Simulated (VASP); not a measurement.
Write the native input for VASP 6.6.1 that does the following.

```
Task                   : single point
Functional             : PBE
Potentials or basis    : VASP PAW PBE potentials, release 64 (Na_pv)
Cutoff                 : 520 eV
k mesh                 : 14 × 14 × 14
Occupations            : gaussian, width 0.1 eV
Spin                   : no spin polarisation
Dipole correction      : no
Further INCAR settings : ALGO = Normal; EDIFF = 1e-06; NBANDS = 10
```

The structure of Na lies in POSCAR:

```
Na
1.0
   -2.0949122003      2.0949122003      2.0949122003
    2.0949122003     -2.0949122003      2.0949122003
    2.0949122003      2.0949122003     -2.0949122003
Na
1
Direct
    0.0000000000      0.0000000000      0.0000000000
```

The input as run:

INCAR

```
PREC = Accurate
ENCUT = 520
EDIFF = 1E-6
ISMEAR = 0
SIGMA = 0.1
LREAL = F
LASPH = T
NELM = 80
ALGO = Normal
ISIF = 2
LWAVE = F
LCHARG = F
GGA = PE
NBANDS = 10
```

KPOINTS

```
regular mesh
0
Gamma
  14 14 14
```

Potentials or basis: VASP PAW PBE potentials, release 64 (Na_pv).

The run is started by

```sh
$ cat potpaw_PBE.64/Na_pv/POTCAR > POTCAR
$ mpirun -np 1 vasp_std > vasp.out
```

It gave:

- Pressure: 0.0 GPa

It took 21 s on 1 thread of AMD EPYC 7R13 Processor (Zen 3), with other jobs on the host, peak memory 0.13 GiB.
